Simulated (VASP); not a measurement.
# RbBr (Fm-3m) in VASP: a series of runs, part 2 of 2

VASP 6.6.1. Earlier steps stand in the parts before.

## (3) Electric field gradients, r2SCAN (41.28 Å³/atom)

This run uses another cell than the first one, of 41.28 Å³/atom.

POSCAR

```
RbBr
1.0
    0.0000000000      3.4559503595      3.4559503595
    3.4559503595      0.0000000000      3.4559503595
    3.4559503595      3.4559503595      0.0000000000
Rb Br
1 1
Direct
    0.0000000000      0.0000000000      0.0000000000
    0.5000000000      0.5000000000      0.5000000000
```

INCAR.step1

```
ALGO = Normal ; EDIFF = 1E-4
ENCUT = 520 ; GGA = PE
ISMEAR = -1 ; LASPH = T
LCHARG = F ; LREAL = F
LWAVE = T ; NBANDS = 15
NELM = 80 ; PREC = Accurate
SIGMA = 0.03
```

INCAR.step2

```
ALGO = Normal ; EDIFF = 1E-8
ENCUT = 520 ; ISIF = 2
ISMEAR = -1 ; ISTART = 1
LASPH = T ; LCHARG = F
LEFG = T ; LMIXTAU = T
LREAL = F ; LWAVE = F
METAGGA = R2SCAN ; NBANDS = 15
NELM = 80 ; PREC = Accurate
SIGMA = 0.03
```

KPOINTS

```
k-points
0
Gamma
  7 7 7
```

Potentials or basis: VASP PAW PBE potentials, release 64 (Rb_sv, Br).

The run is started by

```sh
> cat potpaw_PBE.64/Rb_sv/POTCAR potpaw_PBE.64/Br/POTCAR > POTCAR
> cp INCAR.step1 INCAR
> mpirun -np 1 vasp_std > vasp.out
> cp INCAR.step2 INCAR
> mpirun -np 1 vasp_std > vasp.out
```

OUTCAR:

```text
EDIFF = 1E-8
   ENCUT = 520
   ISIF = 2
   ISMEAR = -1
   ISTART = 1
   LASPH = T
   LREAL = F
   METAGGA = R2SCAN
   NELM = 80
   PREC = Accurate

 ion  position               nearest neighbor table
   1  0.000  0.000  0.000-   2 3.46   2 3.46   2 3.46   2 3.46   2 3.46   2 3.46
   2  0.500  0.500  0.500-   1 3.46   1 3.46   1 3.46   1 3.46   1 3.46   1 3.46

  LATTYP: Found a face centered cubic cell.
 ALAT       =     6.9119007190

  Lattice vectors:

 A1 = (   0.0000000000,   3.4559503595,   3.4559503595)
 A2 = (   3.4559503595,   0.0000000000,   3.4559503595)
 A3 = (   3.4559503595,   3.4559503595,   0.0000000000)

Analysis of symmetry for initial positions (statically):
=====================================================================
 Subroutine PRICEL returns:
 Original cell was already a primitive cell.

 Routine SETGRP: Setting up the symmetry group for a
 face centered cubic supercell.

 Subroutine GETGRP returns: Found 48 space group operations
 (whereof 48 operations were pure point group operations)
 out of a pool of 48 trial point group operations.

The static configuration has the point symmetry O_h .

Analysis of symmetry for dynamics (positions and initial velocities):
=====================================================================
 Subroutine PRICEL returns:
 Original cell was already a primitive cell.

 Routine SETGRP: Setting up the symmetry group for a
 face centered cubic supercell.

 Subroutine GETGRP returns: Found 48 space group operations
 (whereof 48 operations were pure point group operations)
 out of a pool of 48 trial point group operations.

The dynamic configuration has the point symmetry O_h .
[... 497 lines left out ...]
      6      -2.7562      2.00000
      7      -2.6204      2.00000
      8      -2.5536      2.00000
      9       4.9993      0.00000
     10       5.6843      0.00000
     11       6.8359      0.00000
     12       7.1435      0.00000
     13       8.7969      0.00000
     14       9.0916      0.00000
     15       9.8600      0.00000

------------------------ aborting loop because EDIFF is reached ----------------------------------------

  FORCE on cell =-STRESS in cart. coord.  units (eV):
  Direction    XX          YY          ZZ          XY          YZ          ZX
  --------------------------------------------------------------------------------------
  -------------------------------------------------------------------------------------
  Total        0.0527086      0.0527086      0.0527086      0.0000000      0.0000000     -0.0000000
  in kB        1.0229624      1.0229624      1.0229624      0.0000000      0.0000000     -0.0000000
  external PRESSURE =       1.0229624 kB  Pullay stress =       0.0000000 kB

 VOLUME and BASIS-vectors are now :
 -----------------------------------------------------------------------------
  energy-cutoff  :      520.00
  volume of cell :       82.55
      direct lattice vectors                 reciprocal lattice vectors
     0.000000000  3.455950360  3.455950360    -0.144678004  0.144678004  0.144678004
     3.455950360  0.000000000  3.455950360     0.144678004 -0.144678004  0.144678004
     3.455950360  3.455950360  0.000000000     0.144678004  0.144678004 -0.144678004

 POSITION                                       TOTAL-FORCE (eV/Angst)
 -----------------------------------------------------------------------------------
      0.00000      0.00000      0.00000         0.000000      0.000000      0.000000
      3.45595      3.45595      3.45595        -0.000000     -0.000000     -0.000000
 -----------------------------------------------------------------------------------
    total drift:                                0.000000      0.000000      0.000000

  FREE ENERGIE OF THE ION-ELECTRON SYSTEM (eV)
  ---------------------------------------------------
  free  energy   TOTEN  =       -31.1555087716 eV

  energy  without entropy=      -31.1555087716  energy(sigma->0) =      -31.15550877

 Electric field gradients (V/A^2)
---------------------------------------------------------------------
 ion       V_xx      V_yy      V_zz      V_xy      V_xz      V_yz
---------------------------------------------------------------------
   1      -0.000     0.000     0.000    -0.000    -0.000    -0.000
   2      -0.000    -0.000    -0.000    -0.000    -0.000    -0.000
---------------------------------------------------------------------

 Electric field gradients after diagonalization (V/A^2)
 (convention: |V_zz| > |V_xx| > |V_yy|)
----------------------------------------------------------------------
 ion       V_xx      V_yy      V_zz     asymmetry (V_yy - V_xx)/ V_zz
----------------------------------------------------------------------
   1       0.000     0.000    -0.000       0.000
   2       0.000     0.000    -0.001       0.000
----------------------------------------------------------------------

           NMR quadrupolar parameters

 Cq : quadrupolar parameter    Cq=e*Q*V_zz/h
 eta: asymmetry parameters     (V_yy - V_xx)/ V_zz
 Q  : nuclear electric quadrupole moment in mb (millibarn)
----------------------------------------------------------------------
 ion       Cq(MHz)       eta       Q (mb)
----------------------------------------------------------------------
   1      -0.000       0.000       1.000
   2      -0.000       0.000       1.000
----------------------------------------------------------------------
```

OSZICAR.step1:

```text
N       E                     dE             d eps       ncg     rms          rms(c)
DAV:   1     0.879297452485E+02    0.87930E+02   -0.66428E+03   600   0.916E+02
DAV:   2     0.499924881995E+00   -0.87430E+02   -0.79742E+02   846   0.166E+02
DAV:   3    -0.614054159334E+01   -0.66405E+01   -0.66057E+01   790   0.470E+01
DAV:   4    -0.633164276262E+01   -0.19110E+00   -0.19106E+00   869   0.735E+00
DAV:   5    -0.633289671808E+01   -0.12540E-02   -0.12539E-02   818   0.630E-01    0.279E+00
DAV:   6    -0.611235248518E+01    0.22054E+00   -0.26566E-01   740   0.235E+00    0.184E+00
DAV:   7    -0.609511166678E+01    0.17241E-01   -0.12398E-01   796   0.171E+00    0.940E-01
DAV:   8    -0.610714142906E+01   -0.12030E-01   -0.14242E-02   658   0.695E-01    0.110E-01
DAV:   9    -0.610753642668E+01   -0.39500E-03   -0.65190E-04   832   0.130E-01    0.701E-02
DAV:  10    -0.610797866095E+01   -0.44223E-03   -0.58812E-04   628   0.132E-01    0.284E-02
DAV:  11    -0.610797856605E+01    0.94898E-07   -0.27841E-05   587   0.291E-02
   1 F= -.61079786E+01 E0= -.61079786E+01  d E =-.809761E-11
```

Wall time 45 s (1 thread of Intel Xeon 6975P-C (Granite Rapids), shared host); peak memory 0.22 GiB.

Results:

```
Free energy                             : -31.1555 eV
Pressure                                : 0.1 GPa
Band gap on the k mesh                  : 4.90 eV
Largest electric field gradient by atom : under 0.05 V/Å² on every atom
```

Caveat: the PAW data sets were made with another functional, which shifts forces and pressure a little; an odd mesh through Γ misses points on the zone boundary, where band edges can lie.
